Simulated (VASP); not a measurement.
A run of VASP 6.6.1:

File INCAR:

```
SYSTEM = ZrS
PREC = Accurate
ENCUT = 520
EDIFF = 1E-6
ISMEAR = 0
SIGMA = 0.15
LREAL = .FALSE.
LASPH = .TRUE.
NELM = 80
ALGO = Normal
ISIF = 2
LWAVE = .FALSE.
LCHARG = .FALSE.
GGA = PS
NBANDS = 16
```

KPOINTS

```
regular mesh
0
G
  16 16 16
  0 0 0
```

File POSCAR:

```
ZrS
1.0
    0.0000000000      2.6643750000      2.5462500000
    2.6643750000      0.0000000000      2.5462500000
    2.6643750000      2.6643750000      0.0000000000
Zr S
1 1
Direct
    0.0000000000      0.0000000000      0.0000000000
    0.5000000000      0.5000000000      0.5000000000
```

Potentials or basis: VASP PAW PBE potentials, release 64 (Zr_sv, S).

The run is started by

```console
$ cat potpaw_PBE.64/Zr_sv/POTCAR potpaw_PBE.64/S/POTCAR > POTCAR
$ mpirun -np 1 vasp_std > vasp.out
```

Hardware: 1 thread of Intel(R) Xeon(R) 6975P-C (Granite Rapids), with other jobs on the host.

**Question.** Estimate the wall time of this run.

**Answer.** It took 75 s on 1 thread of Intel(R) Xeon(R) 6975P-C (Granite Rapids), with other jobs on the host, peak memory 0.31 GiB. Counts: scf iterations 12, k points 349.
